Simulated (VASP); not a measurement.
Runs of VASP 6.6.1 on In4PN3. The structure is that of space group I-42m (No. 121), or close to it. The cells are those of the table. 

| level | cell | k mesh | pressure (GPa) | largest force (eV/Å) |
| --- | --- | --- | --- | --- |
| r2SCAN | a = 6.474 Å, angles 131.2, 131.2, 71.6°, 8 atoms | 6 × 6 × 6 | -5.7 | 0.10 |
| PBE | a = 6.540 Å, angles 131.2, 131.2, 71.5°, 8 atoms | 6 × 6 × 6 | -5.0 | 0.08 |
| r2SCAN | a = 6.285 Å, angles 131.2, 131.2, 71.6°, 8 atoms | 6 × 6 × 6 | 4.0 | 0.02 |
| r2SCAN | a = 6.220 Å, angles 131.2, 131.2, 71.6°, 8 atoms | 6 × 6 × 6 | (a) | 0.04 |
| PBE | a = 6.349 Å, angles 131.2, 131.2, 71.6°, 8 atoms | 8 × 8 × 8 | (b) | 0.05 |

Alike in all rows: task single point; potentials or basis VASP PAW PBE potentials, release 64 (N, In_d, P); no spin polarisation; cutoff (eV) 520; smearing fermi-dirac 0.02 eV.

Q: Estimate the missing entries.

A: (a) 8.5; (b) 3.2.

Caveats: the PAW data sets were made with another functional, which shifts forces and pressure a little (at least some runs); the cell stands under pressure (at least some runs); the cell stands under tension (at least some runs).
